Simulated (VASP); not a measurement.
Wanted: the native input for a VASP 6.6.1 run.

| Quantity | Value |
| --- | --- |
| Task | relaxation of cell and atoms |
| Functional | PBE |
| Potentials or basis | VASP PAW PBE potentials, release 64 (Dy_3, Be, Se), 4f in core |
| Cutoff | 600 eV |
| k mesh | 6 × 6 × 2 |
| Occupations | gaussian, width 0.1 eV |
| Spin | no spin polarisation |
| Dipole correction | no |
| Further INCAR settings | ALGO = Normal; EDIFF = 1e-07; IBRION = 2; EDIFFG = -0.04; NSW = 90; ISIF = 3 |

The structure of Dy3Be2Se lies in POSCAR:

```
Dy3Be2Se
1.0
    4.5018356700      0.0000000000      0.0000000000
   -2.2509178300      3.8987040500      0.0000000000
    0.0000000000      0.0000000000      7.9166968100
Dy Be Se
3 2 1
Direct
    0.3333333300      0.6666666700      0.5000000000
    0.6666666700      0.3333333300      0.5000000000
    0.0000000000      0.0000000000      0.0000000000
    0.3333333300      0.6666666700      0.0000000000
    0.6666666700      0.3333333300      0.0000000000
    0.0000000000      0.0000000000      0.5000000000
```

The cell was generated, and may not be a known phase.

The input as run:

INCAR

```
SYSTEM = Dy3Be2Se
PREC = Accurate
ENCUT = 600
EDIFF = 1E-7
ISMEAR = 0
SIGMA = 0.1
LREAL = .FALSE.
LASPH = .TRUE.
NELM = 200
ALGO = Normal
ISIF = 3
LWAVE = .FALSE.
LCHARG = .FALSE.
GGA = PE
IBRION = 2
NSW = 90
EDIFFG = -0.04
GGA_COMPAT = .FALSE.
NELMIN = 4
LMAXMIX = 6
```

KPOINTS

```
regular mesh
0
G
  6 6 2
  0 0 0
```

Potentials or basis: VASP PAW PBE potentials, release 64 (Dy_3, Be, Se), 4f in core.

Command:

```bash
$ cat potpaw_PBE.64/Dy_3/POTCAR potpaw_PBE.64/Be/POTCAR potpaw_PBE.64/Se/POTCAR > POTCAR
$ mpirun -np 1 vasp_std > vasp.out
```

Results of the run:

| Property | Result |
| --- | --- |
| Relaxed volume | 20.92 Å³/atom |
| Relaxed cell | a = 5.057 Å, b = 5.057 Å, c = 5.668 Å, α = 90.00°, β = 90.00°, γ = 120.00° |
| Space group after relaxing (to 0.1 Å) | P6/mmm (No. 191) |
| Pressure after relaxing | -0.1 GPa |
| Band gap on the k mesh | zero (an odd number of electrons rules out a gap without spin polarisation) |

Caveat: the k points lie up to 0.55 Å⁻¹ apart in the final cell, too coarse for converged energies and pressures of a metal; a cell axis changed by over 15 % at a fixed basis, so the end point is rough; spin-orbit coupling is left out, which moves the levels of the heavy elements; the 4f electrons are frozen in the core, so they carry no moment and show no levels; the run has no spin polarisation, though such a crystal can be magnetic.

Run time: 6.2 min on 1 thread of Intel(R) Xeon(R) 6975P-C (Granite Rapids), with other jobs on the host, peak memory 0.34 GiB.
